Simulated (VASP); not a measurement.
# C (R-3m) in VASP: notebook, part 2 of 2

VASP 6.6.1.

### Step 4. Relaxation of the atoms, PBEsol (strained cell)

Input file INCAR:

```
PREC     = Accurate       # precision mode
ENCUT    = 520            # plane-wave cutoff, eV
EDIFF    = 1E-7           # SCF threshold, eV
ISMEAR   = 0              # smearing method
SIGMA    = 0.02           # smearing width, eV
LREAL    = False          # projectors in reciprocal space
LASPH    = True           # aspherical terms in the spheres
NELM     = 120            # most SCF steps
ALGO     = Normal         # electronic algorithm
ISIF     = 2              # what is computed and relaxed
LWAVE    = False          # write WAVECAR
LCHARG   = False          # write CHGCAR
GGA      = PS             # functional
IBRION   = 2              # ionic algorithm
NSW      = 60             # ionic steps
EDIFFG   = -0.002         # ionic threshold
GGA_COMPAT= False        
NELMIN   = 4
```

Input file KPOINTS:

```
regular mesh
0
Gamma
  9 9 9
```

Input file POSCAR:

```
C
1.0
   -0.0131773479      1.7814235464      1.7814235464
    1.7814235464     -0.0131773479      1.7814235464
    1.7814235464      1.7814235464     -0.0131773479
C
2
Direct
   -0.0000873341     -0.0000873341     -0.0000873341
    0.2500873341      0.2500873341      0.2500873341
```

Potentials or basis: VASP PAW PBE potentials, release 64 (C).

Launch:

```bash
$ cat potpaw_PBE.64/C/POTCAR > POTCAR
$ mpirun -np 1 vasp_std > vasp.out
```

OUTCAR:

```text
PREC = Accurate
   ENCUT = 520
   EDIFF = 1E-7
   ISMEAR = 0
   LREAL = False
   LASPH = True
   NELM = 120
   ISIF = 2
   GGA = PS
   IBRION = 2
   NSW = 60
   EDIFFG = -0.002
   NELMIN = 4

 ion  position               nearest neighbor table
   1  1.000  1.000  1.000-   2 1.54   2 1.55   2 1.55   2 1.55
   2  0.250  0.250  0.250-   1 1.54   1 1.55   1 1.55   1 1.55

  LATTYP: Found a trigonal (rhomboedric) cell.
 ALAT       =     2.5193478017
 COS(alpha) =     0.4925894349

  Lattice vectors:

 A1 = (  -0.0131773479,   1.7814235464,   1.7814235464)
 A2 = (   1.7814235464,  -0.0131773479,   1.7814235464)
 A3 = (   1.7814235464,   1.7814235464,  -0.0131773479)

Analysis of symmetry for initial positions (statically):
=====================================================================
 Subroutine PRICEL returns:
 Original cell was already a primitive cell.

 Routine SETGRP: Setting up the symmetry group for a
 trigonal (rhombohedral) supercell.

 Subroutine GETGRP returns: Found 12 space group operations
 (whereof  6 operations were pure point group operations)
 out of a pool of 12 trial point group operations.

The static configuration has the point symmetry C_3v.
 The point group associated with its full space group is D_3d.

Analysis of symmetry for dynamics (positions and initial velocities):
=====================================================================
 Subroutine PRICEL returns:
 Original cell was already a primitive cell.

 Routine SETGRP: Setting up the symmetry group for a
 trigonal (rhombohedral) supercell.

 Subroutine GETGRP returns: Found 12 space group operations
 (whereof  6 operations were pure point group operations)
 out of a pool of 12 trial point group operations.

The dynamic configuration has the point symmetry C_3v.
 The point group associated with its full space group is D_3d.

 Subroutine INISYM returns: Found 12 space group operations
 (whereof  6 operations are pure point group operations),
 and found     1 'primitive' translations

----------------------------------------------------------------------------------------

                                     Primitive cell

  volume of cell :      11.4320

  direct lattice vectors                    reciprocal lattice vectors
    -0.013177348  1.781423546  1.781423546    -0.277579190  0.279647769  0.279647769
     1.781423546 -0.013177348  1.781423546     0.279647769 -0.277579190  0.279647769
     1.781423546  1.781423546 -0.013177348     0.279647769  0.279647769 -0.277579190

  length of vectors
     2.519347802  2.519347802  2.519347802     0.483172802  0.483172802  0.483172802

  position of ions in fractional coordinates (direct lattice)
     0.999912666  0.999912666  0.999912666
     0.250087334  0.250087334  0.250087334

  ion indices of the primitive-cell ions
   primitive index   ion index
                 1           1
                 2           2

----------------------------------------------------------------------------------------

 KPOINTS: regular mesh
[... 30 lines left out ...]
  0.111111  0.111111  0.000000      6.000000
[... 16 lines left out ...]
 -0.333333  0.333333  0.000000      6.000000
  0.444444  0.444444  0.000000      6.000000
 [... further k-points ...]
   k-points           NKPTS =     85   k-points in BZ     NKDIM =     85   number of bands    NBANDS=      8
   number of dos      NEDOS =    301   number of ions     NIONS =      2
   total plane-waves  NPLWV =   8000
   dimension x,y,z NGX =    20 NGY =   20 NGZ =   20
   dimension x,y,z NGXF=    40 NGYF=   40 NGZF=   40
   ions per type =               2
   NGX,Y,Z   is equivalent  to a cutoff of  13.20, 13.20, 13.20 a.u.
   NGXF,Y,Z  is equivalent  to a cutoff of  26.40, 26.40, 26.40 a.u.
 SYSTEM =  unknown system
   PREC   = accura    normal or accurate (medium, high low for compatibility)
   ISTART =      0    job   : 0-new  1-cont  2-samecut
   ICHARG =      2    charge: 1-file 2-atom 10-const
   ISPIN  =      1    spin polarized calculation?
   LNONCOLLINEAR =      F non collinear calculations
   LSORBIT =      F    spin-orbit coupling
   LASPH  =      T    aspherical Exc in radial PAW
   ENCUT  =  520.0 eV  38.22 Ry    6.18 a.u.   4.68  4.68  4.68*2*pi/ulx,y,z
   NELM   =    120;   NELMIN=  4; NELMDL= -5     # of ELM steps
   EDIFF  = 0.1E-06   stopping-criterion for ELM
   LREAL  =      F    real-space projection
   EDIFFG = -.2E-02   stopping-criterion for IOM
   NSW    =     60    number of steps for IOM
   IBRION =      2    ionic relax: 0-MD 1-quasi-New 2-CG
   NFREE  =      1    steps in history (QN), initial steepest desc. (CG)
   ISIF   =      2    stress and relaxation
   ISYM   =      2    0-nonsym 1-usesym 2-fastsym
   POTIM  = 0.5000    time-step for ionic-motion
   TEBEG  =    0.0;   TEEND  =   0.0 temperature during run
   PSTRESS=    0.0 pullay stress
   NELECT =       8.0000    total number of electrons
   NUPDOWN=      -1.0000    fix difference up-down
   EMIN   =  10.00;   EMAX   =-10.00  energy-range for DOS
   EFERMI =   0.00;   METHOD = LEGACY
   ISMEAR =     0;   SIGMA  =   0.02  broadening in eV -4-tet -1-fermi 0-gaus
   EFERMI_NEDOS =   21; number of points for ismear=-14 and -15
   IALGO  =     38    algorithm
   IMIX   =      4    mixing-type and parameters
     AMIX     =   0.40;   BMIX     =  1.00
     AMIX_MAG =   1.60;   BMIX_MAG =  1.00
  volume/ion in A,a.u.               =       5.72        38.57
  Fermi-wavevector in a.u.,A,eV,Ry     =   1.453439  2.746602 28.742117  2.112486
  Thomas-Fermi vector in A             =   2.570706
   LORBIT       =      0    0 simple, 1 ext, 2 COOP (PROOUT), +10 PAW based schemes
   GGA     = PS    functional components
   LHFCALC =     F    Hartree Fock is set to
   AEXX    =    0.0000 exact exchange contribution
   IVDW    =     0    specifies the selected vdW correction
   LEPSILON=     F    determine dielectric tensor
   LRPA    =     F    only Hartree local field effects (RPA)
 conjugate gradient relaxation of ions
 non-spin polarized calculation
 Gauss-broadening in eV      SIGMA  =   0.02
  energy-cutoff  :      520.00
  volume of cell :       11.43
 maximum number of plane-waves:       325
   NGX =  9   NGY =  9   NGZ =  9

--------------------------------------- Ionic step        1  -------------------------------------------

 number of electron       7.9999999 magnetization

 Free energy of the ion-electron system (eV)
  ---------------------------------------------------
  ext. energy  EPLUGINS =         0.00000000
  ---------------------------------------------------
  free energy    TOTEN  =       -19.24247583 eV

  energy without entropy =      -19.24247583  energy(sigma->0) =      -19.24247583

------------------------ aborting loop because EDIFF is reached ----------------------------------------

  FORCE on cell =-STRESS in cart. coord.  units (eV):
  Direction    XX          YY          ZZ          XY          YZ          ZX
  --------------------------------------------------------------------------------------
  -------------------------------------------------------------------------------------
  Total       -0.5022861     -0.5022861     -0.5022861      0.2927174      0.2927174      0.2927174
  in kB      -70.3943872    -70.3943872    -70.3943872     41.0237499     41.0237499     41.0237499
  external PRESSURE =     -70.3943872 kB  Pullay stress =       0.0000000 kB
[... 59 lines left out ...]
--------------------------------------- Ionic step        3  -------------------------------------------

 number of electron       7.9999999 magnetization

 Free energy of the ion-electron system (eV)
  ---------------------------------------------------
  ext. energy  EPLUGINS =         0.00000000
  ---------------------------------------------------
  free energy    TOTEN  =       -19.24247638 eV

  energy without entropy =      -19.24247638  energy(sigma->0) =      -19.24247638

 E-fermi :   9.7498     XC(G=0): -13.3946

 val. band max:        9.6184144014   @ k =   0.0000   0.0000   0.0000
 cond. band min:      13.6115215406   @ k =   0.3333   0.3333   0.0000
 fundamental gap:      3.9931071393
 Fermi energy:         9.7498237627

 k-point     1 :       0.0000    0.0000    0.0000
  band No.  band energies     occupation
      1     -11.8207      2.00000
      2       9.5867      2.00000
      3       9.5867      2.00000
      4       9.6184      2.00000
      5      15.0133      0.00000
      6      15.0133      0.00000
      7      15.3127      0.00000
      8      22.8014      0.00000
[... 243 lines left out ...]
 k-point    24 :       0.4444    0.4444    0.0000
  band No.  band energies     occupation
      1      -4.8399      2.00000
      2      -1.3001      2.00000
      3       3.3402      2.00000
      4       3.4971      2.00000
      5      13.7565      0.00000
      6      14.8766      0.00000
      7      25.8803      0.00000
      8      25.9083      0.00000

 [... further k-points ...]
[... 5 lines left out ...]
  --------------------------------------------------------------------------------------
  -------------------------------------------------------------------------------------
  Total       -0.5023854     -0.5023854     -0.5023854      0.2923126      0.2923126      0.2923126
  in kB      -70.4083023    -70.4083023    -70.4083023     40.9670223     40.9670223     40.9670223
  external PRESSURE =     -70.4083023 kB  Pullay stress =       0.0000000 kB
[... 17 lines left out ...]
  FREE ENERGIE OF THE ION-ELECTRON SYSTEM (eV)
  ---------------------------------------------------
  free  energy   TOTEN  =       -19.2424763793 eV

  energy  without entropy=      -19.2424763793  energy(sigma->0) =      -19.24247638

 reached required accuracy - stopping structural energy minimisation
```

Run time: 8.4 s. Hardware: 1 thread of Intel Xeon Platinum 8375C at 2.90GHz (Ice Lake), shared host; peak memory 0.11 GiB.

Results:

| Item | Value |
| --- | --- |
| Free energy | -19.2425 eV |
| Energy gained by relaxing | 0.0 meV/atom |
| Ionic steps | 3 |
| Pressure after relaxing | -7.0 GPa |
| Band gap on the k mesh | 3.99 eV (least direct gap 5.39 eV) |

Stress tensor (GPa, compression positive):
```
-7.04  4.10  4.10
 4.10 -7.04  4.10
 4.10  4.10 -7.04
```

Final structure:
```cif
data_structure
_symmetry_space_group_name_H-M 'P 1'
_symmetry_Int_Tables_number 1
_cell_length_a 2.5193
_cell_length_b 2.5193
_cell_length_c 2.5193
_cell_angle_alpha 60.489
_cell_angle_beta 60.489
_cell_angle_gamma 60.489
_cell_volume 11.43
loop_
_atom_site_label
_atom_site_type_symbol
_atom_site_fract_x
_atom_site_fract_y
_atom_site_fract_z
_atom_site_occupancy
C1 C 0.99990 0.99990 0.99990 1
C2 C 0.25010 0.25010 0.25010 1
```

Levels at points of the mesh, in eV from the valence-band top:
```csv
k point,band 1,band 2,band 3,band 4,band 5,band 6,band 7,band 8
"(0.00, 0.00, 0.00)",-21.44,-0.03,-0.03,0.00,5.39,5.39,5.69,13.18
```

Caveat: the cell differs from its parent crystal (strained cell); the PAW data sets were made with another functional, which shifts forces and pressure a little; an odd mesh through Γ misses points on the zone boundary, where band edges can lie.

### Step 5. Relaxation of the atoms, PBEsol (strained cell)

Input file INCAR:

```
SYSTEM = C
  PREC = Accurate
  ENCUT = 520
  EDIFF = 1E-7
  ISMEAR = 0
  SIGMA = 0.02
  LREAL = .False.
  LASPH = .True.
  NELM = 120
  ALGO = Normal
  ISIF = 2
  LWAVE = .False.
  LCHARG = .False.
  GGA = PS
  IBRION = 2
  NSW = 60
  EDIFFG = -0.002
  GGA_COMPAT = .False.
  NELMIN = 4
```

Input file KPOINTS:

```
Automatic mesh
0
Gamma
  9 9 9
  0 0 0
```

Input file POSCAR:

```
C
1.0
   -0.0131329370      1.7814679574      1.7814679574
    1.7814679574     -0.0131329370      1.7814679574
    1.7814679574      1.7814679574     -0.0131329370
C
2
Direct
   -0.0000873341     -0.0000873341     -0.0000873341
    0.2500873341      0.2500873341      0.2500873341
```

Launch:

```bash
$ cat potpaw_PBE.64/C/POTCAR > POTCAR
$ mpirun -np 1 vasp_std > vasp.out
```

Wall time 8.7 s (1 thread of Intel Xeon Platinum 8375C at 2.90GHz (Ice Lake), shared host); peak memory 0.12 GiB.

The run converged. Its results:

```yaml
Free_energy: -19.2425 eV
Energy_gained_by_relaxing: 0.0 meV/atom
Ionic_steps: 3
Pressure_after_relaxing: -7.1 GPa
Band_gap_on_the_k_mesh: 3.99 eV (least direct gap 5.40 eV)
```

Stress tensor (GPa, compression positive):
```
-7.06  4.08  4.08
 4.08 -7.06  4.08
 4.08  4.08 -7.06
```

Final structure:
```cif
data_structure
_symmetry_space_group_name_H-M 'P 1'
_symmetry_Int_Tables_number 1
_cell_length_a 2.5194
_cell_length_b 2.5194
_cell_length_c 2.5194
_cell_angle_alpha 60.487
_cell_angle_beta 60.487
_cell_angle_gamma 60.487
_cell_volume 11.43
loop_
_atom_site_label
_atom_site_type_symbol
_atom_site_fract_x
_atom_site_fract_y
_atom_site_fract_z
_atom_site_occupancy
C1 C 0.99990 0.99990 0.99990 1
C2 C 0.25010 0.25010 0.25010 1
```

Levels at points of the mesh, in eV from the valence-band top:
```csv
k point,band 1,band 2,band 3,band 4,band 5,band 6,band 7,band 8
"(0.00, 0.00, 0.00)",-21.44,-0.03,-0.03,0.00,5.40,5.40,5.69,13.18
```

Caveat: the cell differs from its parent crystal (strained cell); the PAW data sets were made with another functional, which shifts forces and pressure a little; an odd mesh through Γ misses points on the zone boundary, where band edges can lie.

### Step 6. Overview

| task | cell | cutoff (eV) | smearing | gap on the mesh (eV) | pressure (GPa) |
| --- | --- | --- | --- | --- | --- |
| single point | a = 2.519 Å, angles 60.5°, 2 atoms | 600 | gaussian 0.01 eV | 4.00 | -7.7 |
| relaxation of the atoms | atoms relaxed from a = 2.511 Å, angles 60.7°, 2 atoms | 520 | gaussian 0.02 eV | 3.99 | -4.9 |
| relaxation of the atoms | atoms relaxed from a = 2.519 Å, angles 60.5°, 2 atoms | 520 | gaussian 0.02 eV | 3.99 | -7.1 |

Alike in all rows: level PBEsol; potentials or basis VASP PAW PBE potentials, release 64 (C); no spin polarisation; k mesh 9 × 9 × 9.

Caveats: the PAW data sets were made with another functional, which shifts forces and pressure a little; an odd mesh through Γ misses points on the zone boundary, where band edges can lie; the cell stands under tension (at least some runs).

Total energies depend on the potentials used, so only differences within one code and one set of settings carry meaning.
